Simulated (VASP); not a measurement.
# Al96SiN95 (a cell with a defect) in VASP: a series of runs, part 2 of 2

VASP 6.6.1. The steps go on from the part before.

## Step 4: Single point, PBE

Input file INCAR:

```
SYSTEM = Al96SiN95
ALGO = Normal
EDIFF = 1E-6
ENCUT = 520
GGA = PE
ISIF = 2
ISMEAR = -1
LASPH = .True.
LCHARG = .False.
LREAL = Auto
LUSENCCL = .False.
LWAVE = .False.
NBANDS = 486
NELECT = 766.0
NELM = 80
PREC = Accurate
SIGMA = 0.01
```

Input file KPOINTS:

```
k-points
0
Gamma
  1 1 1
  0 0 0
```

Input file POSCAR:

```
Al96SiN95
1.0
   12.5190278292      0.0000001148      0.0000000000
   -6.2595140140     10.8417960733      0.0000000000
    0.0000000000      0.0000000000     15.0522098900
Al N Si
96 95 1
Direct
    0.1654246811      0.0832360175      0.1668273593
    0.0810173211      0.1662345849      0.3317721266
    0.1666208275      0.0819508629      0.5010848706
    0.0830820496      0.1644925904      0.6683490390
    0.1662880241      0.0820493273      0.8343184165
    0.0816501650      0.1647202460      0.9979845293
[... 184 lines left out ...]
    0.8338324657      0.9165075538      0.7940109139
    0.3397079055      0.4104018640      0.4410088720
```

Potentials or basis: VASP PAW PBE potentials, release 64 (Al, N, Si).

Command:

```console
> cat potpaw_PBE.64/Al/POTCAR potpaw_PBE.64/N/POTCAR potpaw_PBE.64/Si/POTCAR > POTCAR
> mpirun -np 1 vasp_gam > vasp.out
```

OUTCAR:

```text
SYSTEM = Al96SiN95
   EDIFF = 1E-6
   ENCUT = 520
   GGA = PE
   ISIF = 2
   ISMEAR = -1
   LASPH = .True.
   LREAL = Auto
   NELECT = 766.0
   NELM = 80
   PREC = Accurate

 ion  position               nearest neighbor table
   1  0.165  0.083  0.167- 116 1.89  98 1.90 122 1.90  97 1.92   2 3.08  24 3.09  20 3.09  30 3.10
                             6 3.11  91 3.12  26 3.12  19 3.13  25 3.13  73 3.14  31 3.14   7 3.14
   2  0.081  0.166  0.332- 168 1.90  97 1.90 103 1.91 100 1.92   9 3.02   1 3.08  73 3.08  92 3.11
                            74 3.12  26 3.13   8 3.13  75 3.13  20 3.13   3 3.14   7 3.15  32 3.23
   3  0.167  0.082  0.501- 118 1.90 124 1.91 100 1.91  99 1.92  26 3.05   9 3.07  22 3.08  20 3.09
                             4 3.10  93 3.12  21 3.13  28 3.13   2 3.14  33 3.16  27 3.17  75 3.17
   4  0.083  0.164  0.668-  99 1.90 170 1.90 102 1.91 105 1.91   9 3.00  77 3.07   5 3.08  11 3.09
                             3 3.10  94 3.11  22 3.12  76 3.13  75 3.13  28 3.14  34 3.15  10 3.15
   5  0.166  0.082  0.834- 126 1.89 120 1.90 102 1.91 101 1.91  28 3.05   6 3.06   4 3.08  30 3.08
                            24 3.08  22 3.10  95 3.12  23 3.12  29 3.14  77 3.14  11 3.14  35 3.14
   6  0.082  0.165  0.998- 172 1.89 101 1.89  98 1.90 107 1.91   7 2.99   5 3.06  77 3.06  11 3.08
                            96 3.11   1 3.11  73 3.11  24 3.12  78 3.13  30 3.13  36 3.16  12 3.17
   7  0.154  0.328  0.158-  98 1.86 104 1.87 103 1.88 128 1.95  32 2.68  12 2.99   6 2.99  79 3.04
                            73 3.04  36 3.05  13 3.14   1 3.14   8 3.15   2 3.15  31 3.28  37 3.36
   8  0.081  0.416  0.332- 103 1.89 174 1.90 109 1.90 106 1.93  32 3.07  79 3.08  13 3.10  15 3.10
                            81 3.11  74 3.11  80 3.12   9 3.12  14 3.12   2 3.13   7 3.15  38 3.17
   9  0.143  0.315  0.502- 100 1.85 106 1.89 105 1.91 192 2.32  75 2.92  81 2.97   4 3.00   2 3.02
[... 19 lines left out ...]
  19  0.166  0.834  0.167- 116 1.90 110 1.90 139 1.90 115 1.92  24 3.08  44 3.09  20 3.09  14 3.09
                            48 3.09  18 3.10  43 3.12  13 3.12   1 3.13  91 3.13  85 3.13  25 3.13
  20  0.083  0.917  0.334- 186 1.90 115 1.90  97 1.91 118 1.91  93 3.08   3 3.09  19 3.09   1 3.09
                            91 3.09  21 3.10  26 3.12  44 3.12  86 3.12  92 3.13  14 3.13   2 3.13
  21  0.167  0.832  0.500- 118 1.90 141 1.90 112 1.90 117 1.92  16 3.08  14 3.08  44 3.09  22 3.09
                            20 3.10  46 3.10  27 3.11  87 3.12  45 3.12   3 3.13  93 3.13  15 3.14
  22  0.084  0.916  0.667- 188 1.90 117 1.90  99 1.91 120 1.91   3 3.08  23 3.09  95 3.09  93 3.09
                            21 3.09   5 3.10  28 3.11  88 3.11   4 3.12  16 3.12  94 3.13  46 3.13
  23  0.167  0.833  0.834- 120 1.90 143 1.90 114 1.90 119 1.91  18 3.08  46 3.08  22 3.09  48 3.09
                            24 3.10  16 3.10   5 3.12  17 3.12  89 3.12  95 3.13  29 3.13  47 3.13
  24  0.083  0.916  0.000- 119 1.90 190 1.90 101 1.90 116 1.91   5 3.08  19 3.08  91 3.09   1 3.09
                            95 3.09  23 3.10   6 3.12  18 3.12  90 3.12  48 3.12  30 3.13  96 3.13
  25  0.416  0.084  0.167- 139 1.90 145 1.90 122 1.91 121 1.91  44 3.08  50 3.09  54 3.09  30 3.10
                            48 3.10  31 3.10  43 3.11  55 3.13  26 3.13  49 3.13  19 3.13   1 3.13
  26  0.331  0.167  0.336-  97 1.90 121 1.90 124 1.91 127 1.94   3 3.05  20 3.12   1 3.12  44 3.12
                            27 3.13  25 3.13   2 3.13  50 3.14  31 3.15  33 3.15  56 3.16
  27  0.418  0.079  0.502- 124 1.88 141 1.88 147 1.90 123 1.91  33 2.93  45 3.04  46 3.06  44 3.07
                            52 3.09  51 3.09  50 3.09  21 3.11  26 3.13  28 3.14   3 3.17  57 3.18
  28  0.333  0.162  0.671- 129 1.89 126 1.90 123 1.90  99 1.90  33 2.93  29 3.04   5 3.05  35 3.07
                            46 3.10  22 3.11  52 3.12   3 3.13  27 3.14   4 3.14  34 3.16  58 3.19
  29  0.417  0.083  0.835- 126 1.90 149 1.90 143 1.90 125 1.91  28 3.04  48 3.07  54 3.08  30 3.08
                            52 3.10  46 3.10  47 3.12  53 3.12  23 3.13  59 3.14   5 3.14  35 3.14
  30  0.333  0.167  1.000- 125 1.90 101 1.90 130 1.91 122 1.93  31 3.07   5 3.08  29 3.08  35 3.09
                            25 3.10   1 3.10  48 3.12  24 3.13   6 3.13  54 3.13  36 3.14  60 3.14
  31  0.418  0.333  0.165- 151 1.87 122 1.87 128 1.92 127 2.03  32 2.73  60 3.07  30 3.07  36 3.07
                            55 3.10  25 3.10  61 3.14   1 3.14  56 3.15  26 3.15   7 3.28  37 3.28
  32  0.324  0.426  0.286- 103 1.86 132 1.86 127 1.92 128 2.28 192 2.35   7 2.68  37 2.68  31 2.73
                             8 3.07  38 3.07   2 3.23  62 3.23
  33  0.432  0.319  0.514- 129 1.86 124 1.90 153 1.90 192 2.27  58 2.93  28 2.93  27 2.93  57 2.93
                            34 3.09  56 3.15  26 3.15  63 3.16   3 3.16
  34  0.335  0.415  0.665- 129 1.91 134 1.92 105 1.92 131 1.93  33 3.09  35 3.10  11 3.12  41 3.12
                            64 3.15   4 3.15  40 3.15  10 3.15  28 3.16  58 3.16  39 3.22   9 3.22
[... 367 lines left out ...]
   POTIM  = 0.5000    time-step for ionic-motion
   TEBEG  =    0.0;   TEEND  =   0.0 temperature during run
   PSTRESS=    0.0 pullay stress
   NELECT =     766.0000    total number of electrons
   NUPDOWN=      -1.0000    fix difference up-down
   EMIN   =  10.00;   EMAX   =-10.00  energy-range for DOS
   EFERMI =   0.00;   METHOD = LEGACY
   ISMEAR =    -1;   SIGMA  =   0.01  broadening in eV -4-tet -1-fermi 0-gaus
   EFERMI_NEDOS =   21; number of points for ismear=-14 and -15
   IALGO  =     38    algorithm
   IMIX   =      4    mixing-type and parameters
     AMIX     =   0.40;   BMIX     =  1.00
     AMIX_MAG =   1.60;   BMIX_MAG =  1.00
  volume/ion in A,a.u.               =      10.64        71.81
  Fermi-wavevector in a.u.,A,eV,Ry     =   1.180485  2.230793 18.960321  1.393544
  Thomas-Fermi vector in A             =   2.316776
   LORBIT       =      0    0 simple, 1 ext, 2 COOP (PROOUT), +10 PAW based schemes
   GGA     = PE    functional components
   LHFCALC =     F    Hartree Fock is set to
   AEXX    =    0.0000 exact exchange contribution
   IVDW    =     0    specifies the selected vdW correction
   LEPSILON=     F    determine dielectric tensor
   LRPA    =     F    only Hartree local field effects (RPA)
 non-spin polarized calculation
  energy-cutoff  :      520.00
  volume of cell :     2043.02
 maximum number of plane-waves:     27553
 NGX is ok and might be reduce to    96
   NGX = 47   NGY = 47   NGZ = 55

 number of electron     765.9999982 magnetization

 Free energy of the ion-electron system (eV)
  ---------------------------------------------------
  ext. energy  EPLUGINS =         0.00000000
  ---------------------------------------------------
  free energy    TOTEN  =     -1423.97741007 eV

  energy without entropy =    -1423.97741007  energy(sigma->0) =    -1423.97741007

 E-fermi :   7.6267     XC(G=0): -10.8345

 val. band max:        7.4148060584   @ k =   0.0000   0.0000   0.0000
 cond. band min:       7.8382766108   @ k =   0.0000   0.0000   0.0000
 fundamental gap:      0.4234705525
 Fermi energy:         7.6267259241

 k-point     1 :       0.0000    0.0000    0.0000
  band No.  band energies     occupation
      1      -9.0723      2.00000
      2      -8.7182      2.00000
      3      -8.6358      2.00000
      4      -8.3930      2.00000
      5      -8.3703      2.00000
      6      -8.3583      2.00000
[... 387 lines left out ...]
    394      11.5198      0.00000
    395      11.5334      0.00000
 [bands above 395 left out]

------------------------ aborting loop because EDIFF is reached ----------------------------------------

  FORCE on cell =-STRESS in cart. coord.  units (eV):
  Direction    XX          YY          ZZ          XY          YZ          ZX
  --------------------------------------------------------------------------------------
  -------------------------------------------------------------------------------------
  Total        9.9908181     13.1695942     -3.4756479      2.8291992     -3.9254796      6.7483421
  in kB        7.8350095     10.3278725     -2.7256761      2.2187175     -3.0784436      5.2921917
  external PRESSURE =       5.1457353 kB  Pullay stress =       0.0000000 kB

 VOLUME and BASIS-vectors are now :
 -----------------------------------------------------------------------------
  energy-cutoff  :      520.00
  volume of cell :     2043.02
      direct lattice vectors                 reciprocal lattice vectors
    12.519027829  0.000000115  0.000000000     0.079878407  0.046117821 -0.000000000
    -6.259514014 10.841796073  0.000000000    -0.000000001  0.092235640  0.000000000
     0.000000000  0.000000000 15.052209890     0.000000000 -0.000000000  0.066435428

 POSITION                                       TOTAL-FORCE (eV/Angst)
 -----------------------------------------------------------------------------------
      1.54994      0.90243      2.51112        -0.009246      0.006137     -0.003021
     -0.02629      1.80228      4.99390        -0.006486     -0.016900     -0.003913
      1.57296      0.88849      7.54243        -0.009705     -0.010828     -0.006991
      0.01046      1.78340     10.06013         0.005887      0.001392      0.008795
      1.56818      0.88956     12.55834         0.001148      0.003104      0.000489
     -0.00889      1.78586     15.02187        -0.003201      0.007825      0.011153
[... 184 lines left out ...]
      4.70188      9.93659     11.95162        -0.000931     -0.002525     -0.002886
      1.68390      4.44949      6.63816        -0.002802      0.013646     -0.005278
 -----------------------------------------------------------------------------------
    total drift:                               -0.016308      0.034626     -0.024078

  FREE ENERGIE OF THE ION-ELECTRON SYSTEM (eV)
  ---------------------------------------------------
  free  energy   TOTEN  =     -1423.9774100717 eV

  energy  without entropy=    -1423.9774100711  energy(sigma->0) =    -1423.97741007
```

Wall time 3.8 min (1 × NVIDIA H100 80GB with 1 thread of AMD EPYC 7R13 (Zen 3), shared host); peak memory 2.2 GiB.

Results:

```yaml
Free_energy: -1423.9774 eV
Largest_force: 0.037 eV/Å
```

Caveat: the k points lie up to 0.58 Å⁻¹ apart; the cell carries a net charge on a neutralising background, which shifts energy and pressure; the cell is charged against a uniform background, so pressure and absolute levels hang on convention.

## Step 5: Single point, PBE

Input file INCAR:

```
SYSTEM = Al96SiN95
PREC = Accurate
ENCUT = 520
EDIFF = 1E-7
ISMEAR = -1
SIGMA = 0.01
LREAL = Auto
LASPH = .True.
NELM = 60
ALGO = Normal
ISIF = 2
LWAVE = .False.
LCHARG = .False.
GGA = PE
NELECT = 766.0
NBANDS = 486
LUSENCCL = .False.
```

Input file KPOINTS:

```
regular mesh
0
Gamma
  1 1 1
  0 0 0
```

Changes to POSCAR since step 4:

```diff
@@ -2,5 +2,5 @@
 1.0
-   12.5190278292      0.0000001148      0.0000000000
-   -6.2595140140     10.8417960733      0.0000000000
-    0.0000000000      0.0000000000     15.0522098900
+   12.5190278256      0.0000001155      0.0000000000
+   -6.2595140128     10.8417960699      0.0000000000
+    0.0000000000      0.0000000000     15.0522098894
 Al N Si
```

Command:

```console
> cat potpaw_PBE.64/Al/POTCAR potpaw_PBE.64/N/POTCAR potpaw_PBE.64/Si/POTCAR > POTCAR
> mpirun -np 1 vasp_gam > vasp.out
```

Run time: 4.4 min. Hardware: 1 × NVIDIA H100 80GB with 1 thread of AMD EPYC 7R13 (Zen 3), shared host; peak memory 2.2 GiB.

Results (log left out):

| Item | Value |
| --- | --- |
| Free energy | -1423.9774 eV |
| Largest force | 0.037 eV/Å |

Levels at points of the mesh, in eV from the Fermi level:
```
           k point  band 379  band 380  band 381  band 382  band 383  band 384  band 385  band 386  band 387  band 388
(0.00, 0.00, 0.00)     -1.82     -1.82     -1.62     -0.30     -0.21      0.21      2.45      3.14      3.22      3.26
```

Caveat: the k points lie up to 0.58 Å⁻¹ apart; the cell carries a net charge on a neutralising background, which shifts energy and pressure; the cell is charged against a uniform background, so pressure and absolute levels hang on convention.
